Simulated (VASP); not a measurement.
# Ni2Pt (P-3m1) in VASP: notebook

Runs on Ni2Pt. Level: PBE. Tasks: single point, relaxation of cell and atoms.

Program: VASP 6.6.1. These are calculated values, not measurements. Logs are shortened: lines on timing, memory, paths and dates and some standing lists are left out, and cuts for length are marked.

### Step 1. The cell of the first run

It takes space group P-3m1 (No. 164, trigonal). Conventional cell: a = 2.574 Å, b = 2.574 Å, c = 6.306 Å, α = 90.00°, β = 90.00°, γ = 120.00°. Ni (site symmetry 3m) has 3 Pt at 2.57 Å and 9 Ni at 2.57 Å within 3.4 Å. Pt (site symmetry -3m) has 6 Ni at 2.57 Å and 6 Pt at 2.57 Å within 3.4 Å.

### Step 2. Single point, PBE, collinear spin, ferromagnetic start

INCAR reads:

```
SYSTEM = Ni2Pt
ALGO = Fast ; EDIFF = 1E-7
ENCUT = 520 ; GGA = PE
ISIF = 2 ; ISMEAR = 0
ISPIN = 2 ; LASPH = .TRUE.
LCHARG = .FALSE. ; LMAXMIX = 4
LORBIT = 11 ; LREAL = .FALSE.
LWAVE = .FALSE. ; MAGMOM = 2 2 0
NBANDS = 26 ; NELM = 150
PREC = Accurate ; SIGMA = 0.1
```

KPOINTS reads:

```
k-points
0
G
  6 6 4
  0 0 0
```

POSCAR reads:

```
Ni2Pt
1.0
    2.5744785100      0.0000000000      0.0000000000
   -1.2872392500      2.2295637900      0.0000000000
    0.0000000000      0.0000000000      6.3061587000
Ni Pt
2 1
Direct
    0.6666666700      0.3333333300      0.8333333300
    0.3333333300      0.6666666700      0.1666666700
    0.0000000000      0.0000000000      0.5000000000
```

Potentials or basis: VASP PAW PBE potentials, release 64 (Ni, Pt).

Run with:

```
$ cat potpaw_PBE.64/Ni/POTCAR potpaw_PBE.64/Pt/POTCAR > POTCAR
$ mpirun -np 1 vasp_std > vasp.out
```

OUTCAR:

```text
SYSTEM = Ni2Pt
   EDIFF = 1E-7
   ENCUT = 520
   GGA = PE
   ISIF = 2
   ISMEAR = 0
   ISPIN = 2
   LASPH = .TRUE.
   LORBIT = 11
   LREAL = .FALSE.
   NELM = 150
   PREC = Accurate

 ion  position               nearest neighbor table
   1  0.667  0.333  0.833-   3 2.57   3 2.57   3 2.57   2 2.57   2 2.57   2 2.57
   2  0.333  0.667  0.167-   3 2.57   3 2.57   3 2.57   1 2.57   1 2.57   1 2.57
   3  0.000  0.000  0.500-   1 2.57   2 2.57   2 2.57   1 2.57   1 2.57   2 2.57

  LATTYP: Found a hexagonal cell.
 ALAT       =     2.5744785100
 C/A-ratio  =     2.4494897415

  Lattice vectors:

 A1 = (   2.5744785100,   0.0000000000,   0.0000000000)
 A2 = (  -1.2872392500,   2.2295637900,   0.0000000000)
 A3 = (   0.0000000000,   0.0000000000,   6.3061587000)

Analysis of symmetry for initial positions (statically):
=====================================================================
 Subroutine PRICEL returns:
 Original cell was already a primitive cell.

 Routine SETGRP: Setting up the symmetry group for a
 hexagonal supercell.

 Subroutine GETGRP returns: Found 12 space group operations
 (whereof 12 operations were pure point group operations)
 out of a pool of 24 trial point group operations.

The static configuration has the point symmetry D_3d.

Analysis of symmetry for dynamics (positions and initial velocities):
=====================================================================
 Subroutine PRICEL returns:
 Original cell was already a primitive cell.

 Routine SETGRP: Setting up the symmetry group for a
 hexagonal supercell.

 Subroutine GETGRP returns: Found 12 space group operations
 (whereof 12 operations were pure point group operations)
 out of a pool of 24 trial point group operations.

The dynamic configuration has the point symmetry D_3d.

Analysis of structural, dynamic, and magnetic symmetry:
=====================================================================
 Subroutine PRICEL returns:
 Original cell was already a primitive cell.

 Routine SETGRP: Setting up the symmetry group for a
 hexagonal supercell.

 Subroutine GETGRP returns: Found 12 space group operations
 (whereof 12 operations were pure point group operations)
 out of a pool of 24 trial point group operations.

The overall configuration has the point symmetry D_3d.

 Subroutine INISYM returns: Found 12 space group operations
 (whereof 12 operations are pure point group operations),
 and found     1 'primitive' translations

----------------------------------------------------------------------------------------

                                     Primitive cell

  volume of cell :      36.1971

  direct lattice vectors                    reciprocal lattice vectors
     2.574478510  0.000000000  0.000000000     0.388428179  0.224259113  0.000000000
    -1.287239250  2.229563790  0.000000000     0.000000000  0.448518228  0.000000000
     0.000000000  0.000000000  6.306158700     0.000000000  0.000000000  0.158575140

  length of vectors
     2.574478510  2.574478506  6.306158700     0.448518227  0.448518228  0.158575140

  position of ions in fractional coordinates (direct lattice)
     0.666666670  0.333333330  0.833333330
     0.333333330  0.666666670  0.166666670
     0.000000000  0.000000000  0.500000000

  ion indices of the primitive-cell ions
   primitive index   ion index
                 1           1
                 2           2
                 3           3

----------------------------------------------------------------------------------------

 KPOINTS: k-points

Automatic generation of k-mesh.
 Grid dimensions read from file:
 generate k-points for:    6    6    4

 Generating k-lattice:

  Cartesian coordinates                     Fractional coordinates (reciprocal lattice)
     0.064738030  0.037376519  0.000000000     0.166666667  0.000000000  0.000000000
     0.000000000  0.074753038  0.000000000     0.000000000  0.166666667  0.000000000
     0.000000000  0.000000000  0.039643785     0.000000000  0.000000000  0.250000000

  Length of vectors
     0.074753038  0.074753038  0.039643785

  Shift w.r.t. Gamma in fractional coordinates (k-lattice)
     0.000000000  0.000000000  0.000000000

 Subroutine IBZKPT returns following result:
 ===========================================

 Found     24 irreducible k-points:

 Following reciprocal coordinates:
            Coordinates               Weight
  0.000000  0.000000  0.000000      1.000000
  0.166667 -0.000000  0.000000      6.000000
  0.333333  0.000000  0.000000      6.000000
  0.500000 -0.000000  0.000000      3.000000
  0.166667  0.166667  0.000000      6.000000
  0.333333  0.166667  0.000000     12.000000
[... 16 lines left out ...]
  0.333333  0.166667  0.500000     12.000000
  0.333333  0.333333  0.500000      2.000000
   k-points           NKPTS =     24   k-points in BZ     NKDIM =     24   number of bands    NBANDS=     26
   number of dos      NEDOS =    301   number of ions     NIONS =      3
   total plane-waves  NPLWV =  19200
   dimension x,y,z NGX =    20 NGY =   20 NGZ =   48
   dimension x,y,z NGXF=    40 NGYF=   40 NGZF=   96
   ions per type =               2   1
   NGX,Y,Z   is equivalent  to a cutoff of  12.91, 12.91, 12.65 a.u.
   NGXF,Y,Z  is equivalent  to a cutoff of  25.83, 25.83, 25.31 a.u.
 SYSTEM =  Ni2Pt
   PREC   = accura    normal or accurate (medium, high low for compatibility)
   ISTART =      0    job   : 0-new  1-cont  2-samecut
   ICHARG =      2    charge: 1-file 2-atom 10-const
   ISPIN  =      2    spin polarized calculation?
   LNONCOLLINEAR =      F non collinear calculations
   LSORBIT =      F    spin-orbit coupling
   LASPH  =      T    aspherical Exc in radial PAW
   ENCUT  =  520.0 eV  38.22 Ry    6.18 a.u.   4.79  4.79 11.73*2*pi/ulx,y,z
   NELM   =    150;   NELMIN=  2; NELMDL= -5     # of ELM steps
   EDIFF  = 0.1E-06   stopping-criterion for ELM
   LREAL  =      F    real-space projection
   EDIFFG = 0.1E-05   stopping-criterion for IOM
   NSW    =      0    number of steps for IOM
   IBRION =     -1    ionic relax: 0-MD 1-quasi-New 2-CG
   NFREE  =      0    steps in history (QN), initial steepest desc. (CG)
   ISIF   =      2    stress and relaxation
   ISYM   =      2    0-nonsym 1-usesym 2-fastsym
   POTIM  = 0.5000    time-step for ionic-motion
   TEBEG  =    0.0;   TEEND  =   0.0 temperature during run
   PSTRESS=    0.0 pullay stress
   NELECT =      30.0000    total number of electrons
   NUPDOWN=      -1.0000    fix difference up-down
   EMIN   =  10.00;   EMAX   =-10.00  energy-range for DOS
   EFERMI =   0.00;   METHOD = LEGACY
   ISMEAR =     0;   SIGMA  =   0.10  broadening in eV -4-tet -1-fermi 0-gaus
   EFERMI_NEDOS =   21; number of points for ismear=-14 and -15
   IALGO  =     68    algorithm
   IMIX   =      4    mixing-type and parameters
     AMIX     =   0.40;   BMIX     =  1.00
     AMIX_MAG =   1.60;   BMIX_MAG =  1.00
  volume/ion in A,a.u.               =      12.07        81.42
  Fermi-wavevector in a.u.,A,eV,Ry     =   1.537767  2.905958 32.174072  2.364728
  Thomas-Fermi vector in A             =   2.644230
   LORBIT       =     11    0 simple, 1 ext, 2 COOP (PROOUT), +10 PAW based schemes
   GGA     = PE    functional components
   LHFCALC =     F    Hartree Fock is set to
   AEXX    =    0.0000 exact exchange contribution
   IVDW    =     0    specifies the selected vdW correction
   LEPSILON=     F    determine dielectric tensor
   LRPA    =     F    only Hartree local field effects (RPA)
 spin polarized calculation
 RMM-DIIS sequential band-by-band and
 Gauss-broadening in eV      SIGMA  =   0.10
  energy-cutoff  :      520.00
  volume of cell :       36.20
 maximum number of plane-waves:       995
 NGX is ok and might be reduce to    20
   NGX =  9   NGY =  9   NGZ = 23

 number of electron      29.9999995 magnetization       1.6685240

 Free energy of the ion-electron system (eV)
  ---------------------------------------------------
  ext. energy  EPLUGINS =         0.00000000
  ---------------------------------------------------
  free energy    TOTEN  =       -16.87977033 eV

  energy without entropy =      -16.86185573  energy(sigma->0) =      -16.87081303

 E-fermi :  10.4864     XC(G=0): -13.4267

 val. band max:       10.4831338090   @ k =   0.5000  -0.0000   0.2500
 cond. band min:      10.5174153919   @ k =   0.3333   0.0000   0.2500
 fundamental gap:      0.0342815830
 Fermi energy:        10.4863784919

 spin component 1

 k-point     1 :       0.0000    0.0000    0.0000
  band No.  band energies     occupation
      1       0.2023      1.00000
      2       2.9908      1.00000
      3       5.1224      1.00000
      4       6.2550      1.00000
      5       6.2550      1.00000
      6       7.0858      1.00000
[... 18 lines left out ...]
     25      33.0258      0.00000
     26      34.1601      0.00000
[... 643 lines left out ...]
      3       5.6040      1.00000
      4       5.6040      1.00000
      5       5.9249      1.00000
      6       7.3574      1.00000
[... 18 lines left out ...]
     25      24.3377      0.00000
     26      25.3041      0.00000
 Fermi energy:        10.4863784919

 spin component 2

 k-point     1 :       0.0000    0.0000    0.0000
  band No.  band energies     occupation
      1       0.2107      1.00000
      2       3.0448      1.00000
      3       5.2134      1.00000
      4       6.3910      1.00000
      5       6.3910      1.00000
      6       7.1801      1.00000
[... 18 lines left out ...]
     25      33.1124      0.00000
     26      34.1991      0.00000
[... 644 lines left out ...]
      4       5.7255      1.00000
      5       6.2525      1.00000
      6       7.8240      1.00000
[... 18 lines left out ...]
     25      24.4229      0.00000
     26      25.3980      0.00000

------------------------ aborting loop because EDIFF is reached ----------------------------------------

  FORCE on cell =-STRESS in cart. coord.  units (eV):
  Direction    XX          YY          ZZ          XY          YZ          ZX
  --------------------------------------------------------------------------------------
  -------------------------------------------------------------------------------------
  Total        5.1750905      5.1750905      1.8818971      0.0000000     -0.0000000      0.0000000
  in kB      229.0627472    229.0627470     83.2975806      0.0000005     -0.0000000      0.0000000
  external PRESSURE =     180.4743583 kB  Pullay stress =       0.0000000 kB

 VOLUME and BASIS-vectors are now :
 -----------------------------------------------------------------------------
  energy-cutoff  :      520.00
  volume of cell :       36.20
      direct lattice vectors                 reciprocal lattice vectors
     2.574478510  0.000000000  0.000000000     0.388428179  0.224259113  0.000000000
    -1.287239250  2.229563790  0.000000000     0.000000000  0.448518228  0.000000000
     0.000000000  0.000000000  6.306158700     0.000000000  0.000000000  0.158575140

 POSITION                                       TOTAL-FORCE (eV/Angst)
 -----------------------------------------------------------------------------------
      1.28724      0.74319      5.25513         0.000000     -0.000000      1.257863
     -0.00000      1.48638      1.05103        -0.000000      0.000000     -1.257863
      0.00000      0.00000      3.15308         0.000000      0.000000      0.000000
 -----------------------------------------------------------------------------------
    total drift:                                0.000000      0.000000      0.000000

  FREE ENERGIE OF THE ION-ELECTRON SYSTEM (eV)
  ---------------------------------------------------
  free  energy   TOTEN  =       -16.8797703259 eV

  energy  without entropy=      -16.8618557278  energy(sigma->0) =      -16.87081303

 total charge

# of ion       s       p       d       tot
------------------------------------------
    1        0.458   0.466   8.307   9.231
    2        0.458   0.466   8.307   9.231
    3        0.775   0.827   8.147   9.750
--------------------------------------------------
tot          1.692   1.758  24.761  28.212

 magnetization (x)

# of ion       s       p       d       tot
------------------------------------------
    1       -0.008  -0.020   0.770   0.742
    2       -0.008  -0.020   0.770   0.742
    3       -0.001  -0.020   0.237   0.216
--------------------------------------------------
tot         -0.016  -0.061   1.777   1.700
```

Run time: 56 s. Hardware: 1 thread of Intel Xeon Platinum 8259CL at 2.50GHz (Skylake/Cascade Lake), shared host; peak memory 0.18 GiB.

What came out:

| Quantity | Value |
| --- | --- |
| Free energy | -16.8798 eV |
| Pressure | 18.0 GPa |
| Largest force | 1.258 eV/Å |
| Net moment | 1.67 μB per cell |
| Site moments | Ni +0.74; Pt +0.22 μB |
| Valence electrons inside the program's atomic spheres | Ni 9.23; Pt 9.75 |

Forces in eV/Å, atoms in the order of the input:
```
Ni   0.000  0.000  1.258
Ni   0.000  0.000 -1.258
Pt   0.000  0.000  0.000
```

Levels at points of the mesh, in eV from the Fermi level:
Spin up:
```
           k point  band 14  band 15  band 16  band 17  band 18  band 19
(0.00, 0.00, 0.00)    -1.33    -1.13    -1.13    -0.65    -0.65     9.49
(0.50, 0.00, 0.00)    -0.37     0.95     1.42     2.22     2.79     5.99
(0.00, 0.00, 0.50)    -1.38    -1.38    -0.39    -0.37    -0.37     5.92
(0.50, 0.00, 0.50)    -0.54    -0.35     0.95     2.16     3.31     6.23
```
Spin down:
```
           k point  band 12  band 13  band 14  band 15  band 16  band 17  band 18  band 19
(0.00, 0.00, 0.00)    -1.44    -0.74    -0.74    -0.26    -0.26    -0.13    -0.13     9.71
(0.50, 0.00, 0.00)     0.16     0.40     0.46     1.12     1.81     2.22     2.94     6.34
(0.00, 0.00, 0.50)    -0.96    -0.96    -0.68    -0.68    -0.42     0.31     0.31     6.25
(0.50, 0.00, 0.50)    -0.39     0.16     0.20     0.23     1.10     2.51     3.53     6.51
```

Caveat: the k points lie up to 0.47 Å⁻¹ apart; spin-orbit coupling is left out, which moves the levels of the heavy elements; forces of over 1 eV/Å act on the atoms, so gaps and moduli don't describe the material at rest.

[end of part 1 of 2]
